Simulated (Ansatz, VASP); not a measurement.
**Two plane-wave programs on TaRu**

Contents of INCAR:

```
  PREC = Accurate
  ENCUT = 520
  EDIFF = 1E-6
  ISMEAR = 0
  SIGMA = 0.15
  LREAL = False
  LASPH = True
  NELM = 80
  ALGO = Fast
  ISIF = 2
  LWAVE = False
  LCHARG = True
  LELF = True
  LVHAR = True
  NBANDS = 20
```

KPOINTS

```
Automatic mesh
0
Gamma
  18 18 12
```

File POSCAR:

```
TaRu
1.0
    1.7037456600     -2.3416130000      0.0000000000
    1.7037456600      2.3416130000      0.0000000000
    0.0000000000      0.0000000000      4.1624230000
Ta Ru
1 1
Direct
    0.5000000000      0.5000000000      0.5000000000
    0.0000000000      0.0000000000      0.0000000000
```

Input for Ansatz:

```yaml
crystal:
  lattice:
    - [1.70374566, -2.341613, 0.0]
    - [1.70374566, 2.341613, 0.0]
    - [0.0, 0.0, 4.162423]
  atoms:
    - { symbol: Ta, position: [0.5, 0.5, 0.5] }
    - { symbol: Ru, position: [0.0, 0.0, 0.0] }
basis:
  ecutwfc: 420
kpoints:
  mp_grid: { grid: [18, 18, 12] }
hamiltonian:
  xc: lda
scf:
  occupations: { method: gaussian, width: 0.15 }
output:
  forces: true
  stress: true
  eigenvalues: true
```

Change from the starting cell: strain +0.0300 x Voigt [1, 0, 0, 0, 0, 0], atoms carried along.

Alike in both runs: task single point; functional LDA; k mesh 18 × 18 × 12; occupations gaussian, width 0.15 eV; no spin polarisation.

```csv
,VASP,Ansatz
version,VASP 6.6.1,Ansatz 0.2.0
potentials or method,"VASP PAW LDA potentials, release 64 (Ta_pv, Ru_pv), cutoff 520 eV","scalar-relativistic, plane waves, PAW"
valence electrons in the cell,25,29
```

Ansatz gave:

```
gap on the k mesh at the Fermi level (eV)                     : none
pressure (GPa)                                                : -19.9
traceless stress, the component that is largest in VASP (GPa) : -2.18
```

Q: Estimate VASP's values.

A: gap on the k mesh at the Fermi level (eV): none; pressure (GPa): -19.2; traceless stress, the component that is largest in VASP (GPa): -2.01.

LDA's correlation is that of Perdew and Zunger in VASP and of Perdew and Wang (1992) in Ansatz. A gap of «none» marks a metal or a gap that the smearing closes. VASP's potentials hold 25 valence electrons a cell and Ansatz's 29, so a difference there can come from the potentials and not from the codes.

Neither program's run includes spin-orbit coupling.
